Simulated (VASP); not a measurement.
# LiSc12 (a cell with a defect) in VASP: notebook

LiSc12 (a cell with a defect) is run at these levels: PBE; tasks: single point.

All numbers are computed with VASP 6.6.1; they aren't measurements. Logs are shortened: lines on timing, memory, paths and dates and some standing lists are left out, and cuts for length are marked.

### Step 1. The cell of the first run

The cell holds a defect, 13 atoms: a = 6.620 Å, b = 9.930 Å, c = 5.276 Å, α = 90.00°, β = 90.00°, γ = 120.00°.

### Step 2. Single point, PBE

Input file INCAR:

```
PREC = Accurate
ENCUT = 520
EDIFF = 1E-6
ISMEAR = -1
SIGMA = 0.15
LREAL = F
LASPH = T
NELM = 80
ALGO = Normal
ISIF = 2
LWAVE = F
LCHARG = F
GGA = PE
NBANDS = 80
```

Input file KPOINTS:

```
regular mesh
0
Gamma
  3 2 3
```

Input file POSCAR:

```
LiSc12
1.0
    6.6200000000      0.0000000000      0.0000000000
   -4.9650000000      8.5996320000      0.0000000000
    0.0000000000      0.0000000000      5.2761400000
Sc Li
12 1
Direct
    0.0085788264     -0.0105988256     -0.0002619339
    0.1658978622      0.2010787206      0.4997113420
    0.0233160334      0.3310161412     -0.0003053369
    0.1849214138      0.5594613816      0.4996273791
    0.0102625017      0.6566247253     -0.0003843719
    0.2418073564      0.9132243101      0.4998677063
    0.5235102792     -0.0009500407     -0.0001417703
    0.6931149541      0.2204239670      0.4997915143
    0.5016400926      0.3121307982     -0.0001933231
    0.6272708643      0.4929246972      0.4998612622
    0.5105957021      0.6594875223     -0.0003411585
    0.6646143004      0.9075626724      0.4998972734
   -0.1575954362      0.7583807075      0.4991353527
```

Potentials or basis: VASP PAW PBE potentials, release 64 (Sc_sv, Li_sv).

On the command line:

```sh
$ cat potpaw_PBE.64/Sc_sv/POTCAR potpaw_PBE.64/Li_sv/POTCAR > POTCAR
$ mpirun -np 1 vasp_std > vasp.out
```

OUTCAR:

```text
PREC = Accurate
   ENCUT = 520
   EDIFF = 1E-6
   ISMEAR = -1
   LREAL = F
   LASPH = T
   NELM = 80
   ISIF = 2
   GGA = PE

 ion  position               nearest neighbor table
   1  0.009  0.989  1.000-   2 3.21   2 3.21   9 3.23   7 3.26  11 3.29  12 3.31   5 3.31  12 3.31
                             6 3.33   6 3.33   3 3.34   7 3.36
   2  0.166  0.201  0.500-  10 2.98  12 3.14   6 3.14   1 3.21   1 3.21   8 3.23   9 3.27   9 3.27
                             3 3.28   3 3.28   8 3.40
   3  0.023  0.331  1.000-  11 3.24   8 3.25   8 3.25   9 3.26   2 3.28   2 3.28   5 3.28   4 3.29
                             4 3.29   7 3.30   1 3.34   9 3.36
   4  0.185  0.559  0.500-   5 3.22   5 3.22  11 3.23  11 3.23   3 3.29   3 3.29  10 3.31   8 3.31
                            12 3.33   6 3.34  10 3.41
   5  0.010  0.657  1.000-   4 3.22   4 3.22   3 3.28  11 3.30   1 3.31  11 3.32   9 3.39   7 3.40

   6  0.242  0.913  0.500-  13 2.30  12 2.83   8 3.02   7 3.09   7 3.09   2 3.14   1 3.33   1 3.33
                             4 3.34
   7  0.524  0.999  1.000-  12 3.08  12 3.08   6 3.09   6 3.09   9 3.18   8 3.25   8 3.25   1 3.26
                             3 3.30  11 3.33   1 3.36   5 3.40
   8  0.693  0.220  0.500-  10 2.95  12 3.02   6 3.02   2 3.23   3 3.25   3 3.25   9 3.25   9 3.25
                             7 3.25   7 3.25   4 3.31   2 3.40
   9  0.502  0.312  1.000-  10 3.06  10 3.06   7 3.18   1 3.23   8 3.25   8 3.25   3 3.26   2 3.27
                             2 3.27   3 3.36   5 3.39  11 3.42
  10  0.627  0.493  0.500-  13 2.29   8 2.95   2 2.98   9 3.06   9 3.06   4 3.31  11 3.40  11 3.40
                             4 3.41
  11  0.511  0.659  1.000-   4 3.23   4 3.23   3 3.24   1 3.29   5 3.30   5 3.32   7 3.33  12 3.40
                            12 3.40  10 3.40  10 3.40   9 3.42
  12  0.665  0.908  0.500-  13 2.31   6 2.83   8 3.02   7 3.08   7 3.08   2 3.14   1 3.31   1 3.31
                             4 3.33  11 3.40  11 3.40
  13  0.842  0.758  0.499-  10 2.29   6 2.30  12 2.31

  LATTYP: Found a simple monoclinic cell.
 ALAT       =     6.6200000000
 B/A-ratio  =     0.7970000000
 C/A-ratio  =     1.3228756170
 COS(beta)  =    -0.1889822420

  Lattice vectors:

 A1 = (   6.6200000000,   0.0000000000,   0.0000000000)
 A2 = (   0.0000000000,   0.0000000000,   5.2761400000)
 A3 = (  -1.6550000000,  -8.5996320000,   0.0000000000)

Analysis of symmetry for initial positions (statically):
=====================================================================
 Subroutine PRICEL returns:
 Original cell was already a primitive cell.

 Routine SETGRP: Setting up the symmetry group for a
 simple monoclinic supercell.

 Subroutine GETGRP returns: Found  1 space group operations
 (whereof  1 operations were pure point group operations)
 out of a pool of  4 trial point group operations.

The static configuration has the point symmetry C_1 .

Analysis of symmetry for dynamics (positions and initial velocities):
=====================================================================
 Subroutine PRICEL returns:
 Original cell was already a primitive cell.

 Routine SETGRP: Setting up the symmetry group for a
 simple monoclinic supercell.

 Subroutine GETGRP returns: Found  1 space group operations
 (whereof  1 operations were pure point group operations)
 out of a pool of  4 trial point group operations.

The dynamic configuration has the point symmetry C_1 .

 Subroutine INISYM returns: Found  1 space group operations
 (whereof  1 operations are pure point group operations),
 and found     1 'primitive' translations

----------------------------------------------------------------------------------------

                                     Primitive cell

  volume of cell :     300.3683

  direct lattice vectors                    reciprocal lattice vectors
     6.620000000  0.000000000  0.000000000     0.151057402  0.087213034  0.000000000
    -4.965000000  8.599632000  0.000000000     0.000000000  0.116284046  0.000000000
     0.000000000  0.000000000  5.276140000     0.000000000  0.000000000  0.189532499

  length of vectors
[... 67 lines left out ...]
|        whereas your k-lattice is hexagonal.                                 |
|                                                                             |
|     Results are often still useful ...                                      |
|                                                                             |
 -----------------------------------------------------------------------------

 Subroutine IBZKPT returns following result:
 ===========================================

 Found     10 irreducible k-points:

 Following reciprocal coordinates:
            Coordinates               Weight
  0.000000  0.000000  0.000000      1.000000
  0.333333  0.000000  0.000000      2.000000
  0.000000  0.500000  0.000000      1.000000
  0.333333  0.500000  0.000000      2.000000
  0.000000  0.000000  0.333333      2.000000
  0.333333  0.000000  0.333333      2.000000
 -0.333333 -0.000000  0.333333      2.000000
  0.000000  0.500000  0.333333      2.000000
  0.333333  0.500000  0.333333      2.000000
 -0.333333  0.500000  0.333333      2.000000
   k-points           NKPTS =     10   k-points in BZ     NKDIM =     10   number of bands    NBANDS=     80
   number of dos      NEDOS =    301   number of ions     NIONS =     13
   total plane-waves  NPLWV = 160000
   dimension x,y,z NGX =    50 NGY =   80 NGZ =   40
   dimension x,y,z NGXF=   100 NGYF=  160 NGZF=   80
   ions per type =              12   1
   NGX,Y,Z   is equivalent  to a cutoff of  12.56, 13.39, 12.60 a.u.
   NGXF,Y,Z  is equivalent  to a cutoff of  25.11, 26.79, 25.21 a.u.
 SYSTEM =  unknown system
   PREC   = accura    normal or accurate (medium, high low for compatibility)
   ISTART =      0    job   : 0-new  1-cont  2-samecut
   ICHARG =      2    charge: 1-file 2-atom 10-const
   ISPIN  =      1    spin polarized calculation?
   LNONCOLLINEAR =      F non collinear calculations
   LSORBIT =      F    spin-orbit coupling
   LASPH  =      T    aspherical Exc in radial PAW
   ENCUT  =  520.0 eV  38.22 Ry    6.18 a.u.  12.31 18.46  9.81*2*pi/ulx,y,z
   NELM   =     80;   NELMIN=  2; NELMDL= -5     # of ELM steps
   EDIFF  = 0.1E-05   stopping-criterion for ELM
   LREAL  =      F    real-space projection
   EDIFFG = 0.1E-04   stopping-criterion for IOM
   NSW    =      0    number of steps for IOM
   IBRION =     -1    ionic relax: 0-MD 1-quasi-New 2-CG
   NFREE  =      0    steps in history (QN), initial steepest desc. (CG)
   ISIF   =      2    stress and relaxation
   ISYM   =      2    0-nonsym 1-usesym 2-fastsym
   POTIM  = 0.5000    time-step for ionic-motion
   TEBEG  =    0.0;   TEEND  =   0.0 temperature during run
   PSTRESS=    0.0 pullay stress
   NELECT =     135.0000    total number of electrons
   NUPDOWN=      -1.0000    fix difference up-down
   EMIN   =  10.00;   EMAX   =-10.00  energy-range for DOS
   EFERMI =   0.00;   METHOD = LEGACY
   ISMEAR =    -1;   SIGMA  =   0.15  broadening in eV -4-tet -1-fermi 0-gaus
   EFERMI_NEDOS =   21; number of points for ismear=-14 and -15
   IALGO  =     38    algorithm
   IMIX   =      4    mixing-type and parameters
     AMIX     =   0.40;   BMIX     =  1.00
     AMIX_MAG =   1.60;   BMIX_MAG =  1.00
  volume/ion in A,a.u.               =      23.11       155.92
  Fermi-wavevector in a.u.,A,eV,Ry     =   1.254011  2.369737 21.395756  1.572544
  Thomas-Fermi vector in A             =   2.387836
   LORBIT       =      0    0 simple, 1 ext, 2 COOP (PROOUT), +10 PAW based schemes
   GGA     = PE    functional components
   LHFCALC =     F    Hartree Fock is set to
   AEXX    =    0.0000 exact exchange contribution
   IVDW    =     0    specifies the selected vdW correction
   LEPSILON=     F    determine dielectric tensor
   LRPA    =     F    only Hartree local field effects (RPA)
 non-spin polarized calculation
  energy-cutoff  :      520.00
  volume of cell :      300.37
 maximum number of plane-waves:      8103
 NGX is ok and might be reduce to    50
   NGX = 25   NGY = 37   NGZ = 19

 number of electron     135.0000004 magnetization

 Free energy of the ion-electron system (eV)
  ---------------------------------------------------
  ext. energy  EPLUGINS =         0.00000000
  ---------------------------------------------------
  free energy    TOTEN  =       -75.84114437 eV

  energy without entropy =      -74.32803446  energy(sigma->0) =      -75.08458941

 E-fermi :   3.7389     XC(G=0):  -9.9098

 val. band max:        3.7369813524   @ k =   0.0000   0.0000   0.3333
 cond. band min:       3.7432272289   @ k =   0.0000   0.5000   0.0000
 fundamental gap:      0.0062458765
 Fermi energy:         3.7389379072

 k-point     1 :       0.0000    0.0000    0.0000
  band No.  band energies     occupation
      1     -45.7868      2.00000
      2     -45.7377      2.00000
      3     -45.7105      2.00000
      4     -45.6717      2.00000
      5     -45.6515      2.00000
      6     -45.5629      2.00000
[... 809 lines left out ...]
     78       4.7790      0.00195
     79       4.8016      0.00167
 [bands above 79 left out]

------------------------ aborting loop because EDIFF is reached ----------------------------------------

  FORCE on cell =-STRESS in cart. coord.  units (eV):
  Direction    XX          YY          ZZ          XY          YZ          ZX
  --------------------------------------------------------------------------------------
  -------------------------------------------------------------------------------------
  Total        7.4243989      7.9934593     -1.1805620     -0.0014710      0.0007274     -0.0005275
  in kB       39.6020541     42.6374463     -6.2971670     -0.0078466      0.0038798     -0.0028138
  external PRESSURE =      25.3141111 kB  Pullay stress =       0.0000000 kB

 VOLUME and BASIS-vectors are now :
 -----------------------------------------------------------------------------
  energy-cutoff  :      520.00
  volume of cell :      300.37
      direct lattice vectors                 reciprocal lattice vectors
     6.620000000  0.000000000  0.000000000     0.151057402  0.087213034  0.000000000
    -4.965000000  8.599632000  0.000000000     0.000000000  0.116284046  0.000000000
     0.000000000  0.000000000  5.276140000     0.000000000  0.000000000  0.189532499

 POSITION                                       TOTAL-FORCE (eV/Angst)
 -----------------------------------------------------------------------------------
     -4.85559      8.50849      5.27476         0.000153     -0.000803     -0.000054
      0.09989      1.72920      2.63655        -0.001170     -0.000805      0.000067
     -1.48914      2.84662      5.27453        -0.000176      0.000616      0.000070
     -1.55355      4.81116      2.63610        -0.000768      0.000611     -0.000080
     -3.19220      5.64673      5.27411        -0.000570     -0.000536     -0.000103
     -2.93339      7.85339      2.63737        -0.001214     -0.000186      0.000515
     -1.49464      8.59146      5.27539         0.000069     -0.000094      0.000055
      3.49402      1.89557      2.63697         0.001968      0.002961      0.000109
      1.77113      2.68421      5.27512         0.001947      0.000461     -0.000143
      1.70516      4.23897      2.63734        -0.001555      0.000895     -0.000057
      0.10579      5.67135      5.27434        -0.000504      0.000651     -0.000066
     -0.10630      7.80470      2.63753         0.003070     -0.001825      0.000217
      1.81136      6.52180      2.63351        -0.001250     -0.001948     -0.000528
 -----------------------------------------------------------------------------------
    total drift:                               -0.000217     -0.000367     -0.000089

  FREE ENERGIE OF THE ION-ELECTRON SYSTEM (eV)
  ---------------------------------------------------
  free  energy   TOTEN  =       -75.8411443660 eV

  energy  without entropy=      -74.3280344566  energy(sigma->0) =      -75.08458941
```

Run time: 16 min. Hardware: 1 thread of AMD EPYC 7R43 (Zen 3), shared host; peak memory 0.44 GiB.

Results:

```
Free energy            : -75.8411 eV
Largest force          : 0.004 eV/Å
Band gap on the k mesh : zero (an odd number of electrons rules out a gap without spin polarisation)
```

Forces on the atoms (eV/Å):
```
Sc   0.000 -0.001  0.000
Sc  -0.001 -0.001  0.000
Sc   0.000  0.001  0.000
Sc  -0.001  0.001  0.000
Sc  -0.001 -0.001  0.000
Sc  -0.001  0.000  0.001
Sc   0.000  0.000  0.000
Sc   0.002  0.003  0.000
Sc   0.002  0.000  0.000
Sc  -0.002  0.001  0.000
Sc  -0.001  0.001  0.000
Sc   0.003 -0.002  0.000
Li  -0.001 -0.002 -0.001
```

Levels at points of the mesh, in eV from the Fermi level:
| k point | band 66 | band 67 | band 68 | band 69 | band 70 | band 71 |
| --- | --- | --- | --- | --- | --- | --- |
| (0.00, 0.00, 0.00) | -0.44 | -0.27 | -0.23 | -0.20 | 0.01 | 0.29 |
| (0.00, 0.50, 0.00) | -0.31 | -0.28 | -0.18 | -0.17 | -0.11 | 0.00 |

Caveat: the k points lie up to 0.40 Å⁻¹ apart, too coarse for converged energies and pressures of a metal; the cutoff is under 1.25 times the usual one of these potentials, so pressure, stress and relaxed cells hold a basis-set (Pulay) error.

### Step 3. Single point, PBE

Input file INCAR:

```
PREC = Accurate
ENCUT = 520
EDIFF = 1E-6
ISMEAR = -1
SIGMA = 0.15
LREAL = False
LASPH = True
NELM = 60
ALGO = Normal
ISIF = 2
LWAVE = False
LCHARG = False
GGA = PE
NBANDS = 80
```

KPOINTS is that of step 2.

Input file POSCAR:

```
LiSc12
1.0
    6.6200000000      0.0000000000      0.0000000000
   -4.9650000000      8.5996320000      0.0000000000
    0.0000000000      0.0000000000      5.2761400000
Sc Li
12 1
Direct
    0.0088864442     -0.0109634924     -0.0002515096
    0.1649807264      0.2006661448      0.4997232826
    0.0240529443      0.3312895249     -0.0002941544
    0.1831613868      0.5597036013      0.4996251047
    0.0099017658      0.6566261207     -0.0003917637
    0.2432481599      0.9145339010      0.4998980315
    0.5248652280     -0.0007218914     -0.0001366529
    0.6941887652      0.2208571250      0.4997941677
    0.5021499983      0.3117746201     -0.0002194786
    0.6239733146      0.4926288706      0.4998239243
    0.5095864391      0.6594419389     -0.0003458968
    0.6646817691      0.9067954303      0.4998917769
   -0.1557420402      0.7581348830      0.4991471038
```

Potentials or basis: VASP PAW PBE potentials, release 64 (Sc_sv, Li_sv).

On the command line:

```sh
$ cat potpaw_PBE.64/Sc_sv/POTCAR potpaw_PBE.64/Li_sv/POTCAR > POTCAR
$ mpirun -np 1 vasp_std > vasp.out
```

Wall time 18 min (1 thread of Intel Xeon 8259CL, shared host); peak memory 0.49 GiB.

It converged, with:

```yaml
Free_energy: -75.8406 eV
Largest_force: 0.026 eV/Å
Band_gap_on_the_k_mesh: zero (an odd number of electrons rules out a gap without spin polarisation)
```

Forces on the atoms (eV/Å):
```
Sc  -0.006  0.006  0.000
Sc   0.005  0.001  0.000
Sc   0.003 -0.003  0.000
Sc   0.000  0.000  0.000
Sc  -0.013  0.001  0.000
Sc   0.007 -0.017  0.000
Sc  -0.007 -0.002  0.000
Sc  -0.012  0.007  0.000
Sc  -0.009  0.001  0.000
Sc   0.026  0.004  0.000
Sc   0.014  0.002  0.000
Sc   0.003  0.000  0.000
Li  -0.010 -0.002 -0.001
```

Levels at points of the mesh, in eV from the Fermi level:
```tsv
k point	band 65	band 66	band 67	band 68	band 69	band 70	band 71	band 72
(0.00, 0.00, 0.00)	-0.47	-0.44	-0.27	-0.22	-0.20	0.01	0.29	0.39
(0.00, 0.50, 0.00)	-0.51	-0.31	-0.28	-0.18	-0.16	-0.11	0.00	0.66
```

Caveat: the k points lie up to 0.40 Å⁻¹ apart, too coarse for converged energies and pressures of a metal; the cutoff is under 1.25 times the usual one of these potentials, so pressure, stress and relaxed cells hold a basis-set (Pulay) error.
